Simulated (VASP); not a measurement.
# CuAs (P6_3/mmc) in VASP: a series of runs

Runs on CuAs. Level: LDA. Tasks: single point.

Program: VASP 6.6.1. These are calculated values, not measurements. Logs are shortened: lines on timing, memory, paths and dates and some standing lists are left out, and cuts for length are marked.

## Step 1: The cell of the first run

Symmetry: P6_3/mmc, No. 194, hexagonal system. The conventional cell has a = 3.711 Å, b = 3.711 Å, c = 4.770 Å, α = 90.00°, β = 90.00°, γ = 120.00°. Within 3.2 Å of Cu (site symmetry -3m) lie 2 Cu at 2.39 Å and 6 As at 2.45 Å. As (site symmetry -6m2) has 6 Cu at 2.45 Å within 3.2 Å.

## Step 2: Single point, LDA (volume 14.225 Å^3 an atom, c/a of the conventional cell 1.2853)

The input, INCAR:

```
SYSTEM = CuAs
  PREC = Accurate
  ENCUT = 520
  EDIFF = 1E-6
  ISMEAR = 0
  SIGMA = 0.15
  LREAL = .FALSE.
  LASPH = .TRUE.
  NELM = 100
  ALGO = Normal
  ISIF = 2
  LWAVE = .FALSE.
  LCHARG = .FALSE.
  NBANDS = 24
```

The input, KPOINTS:

```
Automatic mesh
0
G
  15 15 10
  0 0 0
```

The input, POSCAR:

```
CuAs
1.0
    3.7112931400      0.0000000000      0.0000000000
   -1.8556465700      3.2140741401      0.0000000000
    0.0000000000      0.0000000000      4.7701399070
Cu As
2 2
Direct
    0.0000000000      0.0000000000      0.5000000000
    0.0000000000      0.0000000000      0.0000000000
    0.6666666667      0.3333333333      0.7500000000
    0.3333333333      0.6666666667      0.2500000000
```

Potentials or basis: VASP PAW LDA potentials, release 64 (Cu, As).

On the command line:

```sh
cat potpaw_LDA.64/Cu/POTCAR potpaw_LDA.64/As/POTCAR > POTCAR
mpirun -np 1 vasp_std > vasp.out
```

OUTCAR:

```text
SYSTEM = CuAs
   PREC = Accurate
   ENCUT = 520
   EDIFF = 1E-6
   ISMEAR = 0
   LREAL = .FALSE.
   LASPH = .TRUE.
   NELM = 100
   ISIF = 2

 ion  position               nearest neighbor table
   1  0.000  0.000  0.500-   2 2.39   2 2.39   4 2.45   3 2.45   4 2.45   3 2.45   3 2.45   4 2.45

   2  0.000  0.000  0.000-   1 2.39   1 2.39   4 2.45   3 2.45   4 2.45   3 2.45   3 2.45   4 2.45

   3  0.667  0.333  0.750-   1 2.45   2 2.45   1 2.45   2 2.45   1 2.45   2 2.45
   4  0.333  0.667  0.250-   1 2.45   2 2.45   1 2.45   2 2.45   1 2.45   2 2.45

  LATTYP: Found a hexagonal cell.
 ALAT       =     3.7112931400
 C/A-ratio  =     1.2853039970

  Lattice vectors:

 A1 = (   3.7112931400,   0.0000000000,   0.0000000000)
 A2 = (  -1.8556465700,   3.2140741401,   0.0000000000)
 A3 = (   0.0000000000,   0.0000000000,   4.7701399070)

Analysis of symmetry for initial positions (statically):
=====================================================================
 Subroutine PRICEL returns:
 Original cell was already a primitive cell.

 Routine SETGRP: Setting up the symmetry group for a
 hexagonal supercell.

 Subroutine GETGRP returns: Found 24 space group operations
 (whereof 12 operations were pure point group operations)
 out of a pool of 24 trial point group operations.

The static configuration has the point symmetry D_3d.
 The point group associated with its full space group is D_6h.

Analysis of symmetry for dynamics (positions and initial velocities):
=====================================================================
 Subroutine PRICEL returns:
 Original cell was already a primitive cell.

 Routine SETGRP: Setting up the symmetry group for a
 hexagonal supercell.

 Subroutine GETGRP returns: Found 24 space group operations
 (whereof 12 operations were pure point group operations)
 out of a pool of 24 trial point group operations.

The dynamic configuration has the point symmetry D_3d.
 The point group associated with its full space group is D_6h.

 Subroutine INISYM returns: Found 24 space group operations
 (whereof 12 operations are pure point group operations),
 and found     1 'primitive' translations

----------------------------------------------------------------------------------------

                                     Primitive cell

  volume of cell :      56.9000

  direct lattice vectors                    reciprocal lattice vectors
     3.711293140  0.000000000  0.000000000     0.269447862  0.155565795  0.000000000
    -1.855646570  3.214074140  0.000000000     0.000000000  0.311131591  0.000000000
     0.000000000  0.000000000  4.770139907     0.000000000  0.000000000  0.209637457

  length of vectors
     3.711293140  3.711293140  4.770139907     0.311131591  0.311131591  0.209637457

  position of ions in fractional coordinates (direct lattice)
     0.000000000  0.000000000  0.500000000
     0.000000000  0.000000000  0.000000000
     0.666666667  0.333333333  0.750000000
     0.333333333  0.666666667  0.250000000

  ion indices of the primitive-cell ions
   primitive index   ion index
                 1           1
                 2           2
                 3           3
                 4           4

----------------------------------------------------------------------------------------

 KPOINTS: Automatic mesh

Automatic generation of k-mesh.
 Grid dimensions read from file:
 generate k-points for:   15   15   10

 Generating k-lattice:

  Cartesian coordinates                     Fractional coordinates (reciprocal lattice)
     0.017963191  0.010371053  0.000000000     0.066666667  0.000000000  0.000000000
     0.000000000  0.020742106  0.000000000     0.000000000  0.066666667  0.000000000
     0.000000000  0.000000000  0.020963746     0.000000000  0.000000000  0.100000000

  Length of vectors
     0.020742106  0.020742106  0.020963746

  Shift w.r.t. Gamma in fractional coordinates (k-lattice)
     0.000000000  0.000000000  0.000000000

 Subroutine IBZKPT returns following result:
 ===========================================

 Found    162 irreducible k-points:

 Following reciprocal coordinates:
            Coordinates               Weight
  0.000000  0.000000  0.000000      1.000000
  0.066667  0.000000  0.000000      6.000000
  0.133333  0.000000  0.000000      6.000000
  0.200000 -0.000000  0.000000      6.000000
  0.266667  0.000000  0.000000      6.000000
  0.333333 -0.000000  0.000000      6.000000
[... 16 lines left out ...]
  0.333333  0.200000  0.000000     12.000000
  0.400000  0.200000  0.000000      6.000000
 [... further k-points ...]
   k-points           NKPTS =    162   k-points in BZ     NKDIM =    162   number of bands    NBANDS=     24
   number of dos      NEDOS =    301   number of ions     NIONS =      4
   total plane-waves  NPLWV =  28224
   dimension x,y,z NGX =    28 NGY =   28 NGZ =   36
   dimension x,y,z NGXF=    56 NGYF=   56 NGZF=   72
   ions per type =               2   2
   NGX,Y,Z   is equivalent  to a cutoff of  12.54, 12.54, 12.55 a.u.
   NGXF,Y,Z  is equivalent  to a cutoff of  25.08, 25.08, 25.09 a.u.
 SYSTEM =  CuAs
   PREC   = accura    normal or accurate (medium, high low for compatibility)
   ISTART =      0    job   : 0-new  1-cont  2-samecut
   ICHARG =      2    charge: 1-file 2-atom 10-const
   ISPIN  =      1    spin polarized calculation?
   LNONCOLLINEAR =      F non collinear calculations
   LSORBIT =      F    spin-orbit coupling
   LASPH  =      T    aspherical Exc in radial PAW
   ENCUT  =  520.0 eV  38.22 Ry    6.18 a.u.   6.90  6.90  8.87*2*pi/ulx,y,z
   NELM   =    100;   NELMIN=  2; NELMDL= -5     # of ELM steps
   EDIFF  = 0.1E-05   stopping-criterion for ELM
   LREAL  =      F    real-space projection
   EDIFFG = 0.1E-04   stopping-criterion for IOM
   NSW    =      0    number of steps for IOM
   IBRION =     -1    ionic relax: 0-MD 1-quasi-New 2-CG
   NFREE  =      0    steps in history (QN), initial steepest desc. (CG)
   ISIF   =      2    stress and relaxation
   ISYM   =      2    0-nonsym 1-usesym 2-fastsym
   POTIM  = 0.5000    time-step for ionic-motion
   TEBEG  =    0.0;   TEEND  =   0.0 temperature during run
   PSTRESS=    0.0 pullay stress
   NELECT =      32.0000    total number of electrons
   NUPDOWN=      -1.0000    fix difference up-down
   EMIN   =  10.00;   EMAX   =-10.00  energy-range for DOS
   EFERMI =   0.00;   METHOD = LEGACY
   ISMEAR =     0;   SIGMA  =   0.15  broadening in eV -4-tet -1-fermi 0-gaus
   EFERMI_NEDOS =   21; number of points for ismear=-14 and -15
   IALGO  =     38    algorithm
   IMIX   =      4    mixing-type and parameters
     AMIX     =   0.40;   BMIX     =  1.00
     AMIX_MAG =   1.60;   BMIX_MAG =  1.00
  volume/ion in A,a.u.               =      14.22        96.00
  Fermi-wavevector in a.u.,A,eV,Ry     =   1.351307  2.553600 24.844660  1.826031
  Thomas-Fermi vector in A             =   2.478740
   LORBIT       =      0    0 simple, 1 ext, 2 COOP (PROOUT), +10 PAW based schemes
   GGA     = CA    functional components
   LHFCALC =     F    Hartree Fock is set to
   AEXX    =    0.0000 exact exchange contribution
   IVDW    =     0    specifies the selected vdW correction
   LEPSILON=     F    determine dielectric tensor
   LRPA    =     F    only Hartree local field effects (RPA)
 non-spin polarized calculation
 Gauss-broadening in eV      SIGMA  =   0.15
  energy-cutoff  :      520.00
  volume of cell :       56.90
 maximum number of plane-waves:      1548
 NGX is ok and might be reduce to    28
   NGX = 13   NGY = 13   NGZ = 17

 number of electron      32.0000013 magnetization

 Free energy of the ion-electron system (eV)
  ---------------------------------------------------
  ext. energy  EPLUGINS =         0.00000000
  ---------------------------------------------------
  free energy    TOTEN  =       -20.03044480 eV

  energy without entropy =      -20.01323810  energy(sigma->0) =      -20.02184145

 E-fermi :   7.9931     XC(G=0): -12.0214

 val. band max:        7.9791121523   @ k =   0.4000   0.1333   0.1000
 cond. band min:       8.0102557067   @ k =   0.1333   0.1333   0.3000
 fundamental gap:      0.0311435544
 Fermi energy:         7.9931484951

 k-point     1 :       0.0000    0.0000    0.0000
  band No.  band energies     occupation
      1      -6.6200      2.00000
      2      -2.2330      2.00000
      3       0.9493      2.00000
      4       2.3359      2.00000
      5       2.3359      2.00000
      6       2.7023      2.00000
[... 16 lines left out ...]
     23      17.1647      0.00000
     24      17.1647      0.00000

 k-point     2 :       0.0667    0.0000    0.0000
  band No.  band energies     occupation
      1      -6.5626      2.00000
      2      -2.2449      2.00000
      3       1.0127      2.00000
      4       2.3481      2.00000
      5       2.3677      2.00000
      6       2.6905      2.00000
[... 16 lines left out ...]
     23      16.4674      0.00000
     24      16.7038      0.00000

 k-point     3 :       0.1333    0.0000    0.0000
  band No.  band energies     occupation
      1      -6.3917      2.00000
      2      -2.2837      2.00000
      3       1.2010      2.00000
      4       2.3822      2.00000
      5       2.4548      2.00000
      6       2.6472      2.00000
[... 16 lines left out ...]
     23      15.4497      0.00000
     24      15.9566      0.00000

 k-point     4 :       0.2000   -0.0000    0.0000
  band No.  band energies     occupation
      1      -6.1117      2.00000
      2      -2.3603      2.00000
      3       1.5075      2.00000
      4       2.4300      2.00000
      5       2.4303      2.00000
      6       2.6557      2.00000
[... 16 lines left out ...]
     23      15.4991      0.00000
     24      15.6144      0.00000

 k-point     5 :       0.2667    0.0000    0.0000
  band No.  band energies     occupation
      1      -5.7312      2.00000
      2      -2.4933      2.00000
      3       1.9171      2.00000
      4       2.0298      2.00000
      5       2.4780      2.00000
      6       2.7852      2.00000
[... 451 lines left out ...]
 k-point    22 :       0.2667    0.2000    0.0000
  band No.  band energies     occupation
      1      -4.6977      2.00000
      2      -2.8924      2.00000
      3       1.0308      2.00000
      4       2.3003      2.00000
      5       2.3366      2.00000
      6       2.9359      2.00000
[... 16 lines left out ...]
     23      17.2899      0.00000
     24      18.6458      0.00000

 k-point    23 :       0.3333    0.2000    0.0000
  band No.  band energies     occupation
      1      -4.2180      2.00000
      2      -3.1722      2.00000
      3       0.5887      2.00000
      4       2.2448      2.00000
      5       2.2879      2.00000
      6       3.2041      2.00000
[... 16 lines left out ...]
     23      17.5451      0.00000
     24      18.8227      0.00000

 k-point    24 :       0.4000    0.2000    0.0000
  band No.  band energies     occupation
      1      -3.9186      2.00000
      2      -3.3956      2.00000
      3       0.4232      2.00000
      4       2.2343      2.00000
      5       2.2647      2.00000
      6       3.2487      2.00000
[... 16 lines left out ...]
     23      17.6206      0.00000
     24      18.1147      0.00000

 [... further k-points ...]
[... 5 lines left out ...]
  --------------------------------------------------------------------------------------
  -------------------------------------------------------------------------------------
  Total        3.0716968      3.0716968      3.0728632     -0.0000000     -0.0000000      0.0000000
  in kB       86.4921424     86.4921424     86.5249863     -0.0000000     -0.0000000      0.0000000
  external PRESSURE =      86.5030904 kB  Pullay stress =       0.0000000 kB

 VOLUME and BASIS-vectors are now :
 -----------------------------------------------------------------------------
  energy-cutoff  :      520.00
  volume of cell :       56.90
      direct lattice vectors                 reciprocal lattice vectors
     3.711293140  0.000000000  0.000000000     0.269447862  0.155565795  0.000000000
    -1.855646570  3.214074140  0.000000000     0.000000000  0.311131591  0.000000000
     0.000000000  0.000000000  4.770139907     0.000000000  0.000000000  0.209637457

 POSITION                                       TOTAL-FORCE (eV/Angst)
 -----------------------------------------------------------------------------------
      0.00000      0.00000      2.38507         0.000000      0.000000      0.000000
      0.00000      0.00000      0.00000         0.000000      0.000000      0.000000
      1.85565      1.07136      3.57760         0.000000     -0.000000      0.000000
     -0.00000      2.14272      1.19253        -0.000000      0.000000     -0.000000
 -----------------------------------------------------------------------------------
    total drift:                               -0.000000      0.000000      0.000000

  FREE ENERGIE OF THE ION-ELECTRON SYSTEM (eV)
  ---------------------------------------------------
  free  energy   TOTEN  =       -20.0304447974 eV

  energy  without entropy=      -20.0132380997  energy(sigma->0) =      -20.02184145
```

Wall time 2.5 min (1 thread of AMD EPYC 9R45 (Zen 5), shared host); peak memory 0.27 GiB.

What came out:

* Free energy: -20.0304 eV
* Pressure: 8.7 GPa
* Band gap on the k mesh: zero (band 16 reaches 9.34 eV, above the bottom of band 17 at 7.03 eV)

## Step 3: Single point, LDA (volume 14.225 Å^3 an atom, c/a of the conventional cell 1.4511)

The input, INCAR:

```
PREC = Accurate
ENCUT = 520
EDIFF = 1E-7
ISMEAR = 0
SIGMA = 0.15
LREAL = F
LASPH = T
NELM = 80
ALGO = Normal
ISIF = 2
LWAVE = F
LCHARG = F
NBANDS = 24
```

The input, KPOINTS:

```
Automatic mesh
0
Gamma
  15 15 10
```

The input, POSCAR:

```
CuAs
1.0
    3.5641947886      0.0000000000      0.0000000000
   -1.7820973943      3.0866832310      0.0000000000
    0.0000000000      0.0000000000      5.1720030578
Cu As
2 2
Direct
    0.0000000000      0.0000000000      0.5000000000
    0.0000000000      0.0000000000      0.0000000000
    0.6666666667      0.3333333333      0.7500000000
    0.3333333333      0.6666666667      0.2500000000
```

Potentials or basis: VASP PAW LDA potentials, release 64 (Cu, As).

On the command line:

```sh
cat potpaw_LDA.64/Cu/POTCAR potpaw_LDA.64/As/POTCAR > POTCAR
mpirun -np 1 vasp_std > vasp.out
```

It took 2.5 min on 1 thread of AMD EPYC 9R45 (Zen 5), shared host; peak memory 0.27 GiB.

The run converged. Its results:

```
Free energy            : -19.8326 eV
Pressure               : 9.2 GPa
Band gap on the k mesh : zero (band 16 reaches 9.96 eV, above the bottom of band 17 at 6.99 eV)
```

Stress tensor (GPa, compression positive):
```
13.12  0.00  0.00
 0.00 13.12  0.00
 0.00  0.00  1.40
```

Levels at points of the mesh, in eV from the Fermi level:
```
           k point  band 13  band 14  band 15  band 16  band 17  band 18  band 19  band 20
(0.00, 0.00, 0.00)    -2.27     0.32     0.32     1.96     1.96     2.42     3.60     5.30
(0.00, 0.00, 0.50)    -1.60    -1.60     1.45     1.45     1.45     1.45     5.26     5.26
```

## Step 4: Single point, LDA (volume 14.225 Å^3 an atom, c/a of the conventional cell 1.1385)

The input, INCAR:

```
SYSTEM = CuAs
PREC = Accurate
ENCUT = 520
EDIFF = 1E-7
ISMEAR = 0
SIGMA = 0.15
LREAL = .FALSE.
LASPH = .TRUE.
NELM = 60
ALGO = Normal
ISIF = 2
LWAVE = .FALSE.
LCHARG = .TRUE.
LELF = .TRUE.
LVHAR = .TRUE.
NBANDS = 24
```

The input, KPOINTS:

```
Automatic mesh
0
G
  15 15 10
  0 0 0
```

The input, POSCAR:

```
CuAs
1.0
    3.8644070575      0.0000000000      0.0000000000
   -1.9322035287      3.3466746824      0.0000000000
    0.0000000000      0.0000000000      4.3996274350
Cu As
2 2
Direct
    0.0000000000      0.0000000000      0.5000000000
    0.0000000000      0.0000000000      0.0000000000
    0.6666666667      0.3333333333      0.7500000000
    0.3333333333      0.6666666667      0.2500000000
```

On the command line:

```sh
cat potpaw_LDA.64/Cu/POTCAR potpaw_LDA.64/As/POTCAR > POTCAR
mpirun -np 1 vasp_std > vasp.out
```

Wall time 3.7 min (1 thread of AMD EPYC 9R45 (Zen 5), shared host); peak memory 0.27 GiB.

The run converged. Its results:

| Quantity | Value |
| --- | --- |
| Free energy | -19.7178 eV |
| Pressure | 10.4 GPa |
| Band gap on the k mesh | zero (band 16 reaches 8.76 eV, above the bottom of band 17 at 7.17 eV) |

Stress tensor (GPa, compression positive):
```
 2.55  0.00  0.00
 0.00  2.55  0.00
 0.00  0.00 26.24
```

Levels at points of the mesh, in eV from the Fermi level:
| k point | band 14 | band 15 | band 16 | band 17 | band 18 | band 19 |
| --- | --- | --- | --- | --- | --- | --- |
| (0.00, 0.00, 0.00) | -0.87 | -0.87 | 0.74 | 0.74 | 1.82 | 3.18 |
| (0.00, 0.00, 0.50) | -1.00 | 0.70 | 0.70 | 0.70 | 0.70 | 4.51 |

[end of part 1 of 2]
